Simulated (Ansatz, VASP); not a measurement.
# One calculation of P, two programs

```xyz
4
Lattice="2.5296 0.0000 0.0000 -1.2648 2.1907 0.0000 0.0000 0.0000 9.5033" Properties=species:S:1:pos:R:3 pbc="T T T"
P     1.2648    2.1907    0.0000
P     1.2648    2.1907    4.7516
P     0.0000    1.4604    2.3758
P     1.2648    0.7302    7.1275
```

Alike in both runs: task single point; functional RPBE; k mesh 15 × 15 × 4; occupations fermi-dirac, width 0.1 eV; no spin polarisation.

```csv
,VASP,Ansatz
version,VASP 6.6.1,Ansatz 0.2.0
potentials or method,"VASP PAW PBE potentials, release 64 (P), cutoff 520 eV","plane waves (420 eV) with PAW, scalar-relativistic"
valence electrons in the cell,20,20
```

VASP gave:

* pressure (GPa): 13.0
* traceless stress, the component that is largest in VASP (GPa): -2.78

Estimate Ansatz's values.

pressure (GPa): 13.9; traceless stress, the component that is largest in VASP (GPa): -3.01.

VASP's potentials were made for PBE, not for RPBE.
